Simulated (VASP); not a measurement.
Ni:

```
CELL_PARAMETERS angstrom
0.00000 1.76037 1.76037
1.76037 0.00000 1.76037
1.76037 1.76037 0.00000
ATOMIC_POSITIONS crystal
Ni 0.00000 0.00000 0.00000
```

Base run:

* Program: VASP 6.6.1
* Functional: r2SCAN
* Potentials or basis: VASP PAW PBE potentials, release 64 (Ni)
* Cutoff: 520 eV
* k mesh: 14 × 14 × 14
* Occupations: fermi-dirac, width 0.1 eV
* Spin: collinear spin, ferromagnetic start
* Starting moments: [1.06] μB
* Fixed moment: 1.06 μB

Its results: pressure -2.9 GPa; site moments Ni +1.07 μB.

Q: The run is repeated on the same cell with these changes: fixed moment from 1.06 μB to 1.85 μB; moments at the start from [1.06] to [1.85]. What comes out?

A: Pressure 14.4 GPa; site moments Ni +1.76 μB.

Caveats: the PAW data sets were made with another functional, which shifts forces and pressure a little; the total moment is fixed, so each spin has its own Fermi level and the state may be an excited one; the cell stands under pressure (at least some runs).
